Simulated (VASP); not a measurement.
Si24O47 (a cell with a defect):

```
Si O
1.0
     8.38869    0.00000    0.00000
     0.00000    8.38869    0.00000
     0.00000    0.00000    8.03564
Si O
24 47
Direct
  0.00082 0.00086 0.00065
  0.00359 0.99832 0.33038
  0.00312 0.99875 0.66932
  0.99896 0.49797 0.00108
  0.01155 0.51352 0.33404
  0.99787 0.49803 0.66712
  0.50069 0.00014 0.99903
  0.49954 0.99631 0.33285
  0.49754 0.99788 0.66736
  0.49824 0.50145 0.99841
  0.51653 0.49426 0.34232
  0.49960 0.50069 0.65964
  0.25316 0.24950 0.16758
  0.25208 0.24796 0.49990
  0.24904 0.25018 0.83391
  0.25688 0.74813 0.16487
  0.25131 0.75269 0.50118
  0.24969 0.74728 0.83342
  0.74392 0.25078 0.16997
  0.75404 0.23135 0.50519
  0.74960 0.25333 0.83610
  0.74846 0.75202 0.16589
  0.75129 0.75189 0.49990
  0.75117 0.75002 0.83316
  0.15322 0.15328 0.00085
  0.15582 0.15168 0.33328
  0.15244 0.15199 0.66675
  0.15358 0.65092 0.00138
  0.15597 0.65710 0.33215
  0.15235 0.65240 0.66658
  0.65448 0.15174 0.00026
  0.65482 0.13916 0.33363
  0.64974 0.15446 0.66707
  0.65423 0.65334 0.99893
  0.65138 0.66077 0.33292
  0.65710 0.65387 0.66541
  0.34409 0.34833 0.99978
  0.35219 0.34496 0.33681
  0.34377 0.34641 0.66555
  0.34796 0.84631 0.99825
  0.34724 0.84941 0.33231
  0.34536 0.84859 0.66866
  0.84812 0.34736 0.00156
  0.70942 0.39700 0.41102
  0.84942 0.34264 0.67080
  0.84823 0.84684 0.00072
  0.84827 0.84899 0.33280
  0.84905 0.84935 0.66622
  0.09497 0.40189 0.17144
  0.09169 0.40036 0.49624
  0.09677 0.40251 0.83376
  0.09906 0.90220 0.16545
  0.09798 0.90328 0.49991
  0.09783 0.90201 0.83477
  0.59325 0.40134 0.15821
  0.59623 0.40249 0.83349
  0.59569 0.90106 0.16388
  0.59652 0.90188 0.50232
  0.59773 0.90351 0.83252
  0.40444 0.09705 0.16576
  0.40277 0.09491 0.50076
  0.40316 0.09761 0.83362
  0.40543 0.59656 0.16804
  0.39992 0.60372 0.49884
  0.40338 0.59720 0.83084
  0.90555 0.09895 0.16871
  0.90776 0.09850 0.49762
  0.90312 0.09608 0.83386
  0.90115 0.59426 0.17032
  0.90796 0.60117 0.49924
  0.90356 0.59693 0.83397
```

Base run:

| Property | Result |
| --- | --- |
| Program | VASP 6.6.1 |
| Functional | PBEsol |
| Potentials or basis | VASP PAW PBE potentials, release 64 (Si, O) |
| Cutoff | 520 eV |
| k mesh | 1 × 1 × 1, shifted |
| Occupations | fermi-dirac, width 0.05 eV |
| Spin | no spin polarisation |

Its results: band gap on the k mesh 1.53 eV; pressure 2.7 GPa; largest force 0.056 eV/Å.

**Question.** The run is repeated on the same cell with these changes: further incar settings from LREAL = Auto; ALGO = Normal; EDIFF = 1e-06; NBANDS = 230; ISYM = -1 to LREAL = Auto; ALGO = Normal; EDIFF = 1e-06; NBANDS = 230; ISYM = 0. What comes out?

**Answer.** Band gap on the k mesh 1.44 eV; pressure 2.7 GPa; largest force 0.072 eV/Å.

Caveats: the PAW data sets were made with another functional, which shifts forces and pressure a little.

A k mesh can miss the band edges.
